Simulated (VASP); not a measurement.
Wanted: the native input for a VASP 6.6.1 run.

- Task: single point
- Functional: PBE
- Potentials or basis: VASP PAW PBE potentials, release 64 (Hf_pv, Ge_d)
- Cutoff: 520 eV
- k mesh: 8 × 8 × 8
- Occupations: gaussian, width 0.05 eV
- Spin: no spin polarisation
- Dipole correction: no
- Further INCAR settings: ALGO = Normal; EDIFF = 1e-07; NBANDS = 34

The structure of HfGe3 lies in POSCAR:

```
HfGe3
1.0
    4.1056021932      0.0000000000      0.0000000000
    0.0000000000      4.1893899931      0.0000000000
    0.0000000000      0.0000000000      4.1893899931
Hf Ge
1 3
Direct
    0.0000000000      0.0000000000      0.0000000000
    0.0000000000      0.5000000000      0.5000000000
    0.5000000000      0.5000000000      0.0000000000
    0.5000000000      0.0000000000      0.5000000000
```

These files were run (other wordings do the same):

INCAR

```
SYSTEM = HfGe3
ALGO = Normal
EDIFF = 1E-7
ENCUT = 520
GGA = PE
ISIF = 2
ISMEAR = 0
LASPH = .TRUE.
LCHARG = .FALSE.
LREAL = .FALSE.
LWAVE = .FALSE.
NBANDS = 34
NELM = 60
PREC = Accurate
SIGMA = 0.05
```

KPOINTS

```
k-points
0
G
  8 8 8
  0 0 0
```

Potentials or basis: VASP PAW PBE potentials, release 64 (Hf_pv, Ge_d).

The run is started by

```console
$ cat potpaw_PBE.64/Hf_pv/POTCAR potpaw_PBE.64/Ge_d/POTCAR > POTCAR
$ mpirun -np 1 vasp_std > vasp.out
```

It gave:

```json
{"Pressure": "1.7 GPa", "Band gap on the k mesh": "zero (bands 26 and 27 overlap by 1.64 eV)"}
```

Caveat: spin-orbit coupling is left out, which moves the levels of the heavy elements.

Run time: 2.7 min on 1 thread of Intel Xeon 8259CL, on a shared host, peak memory 0.28 GiB.
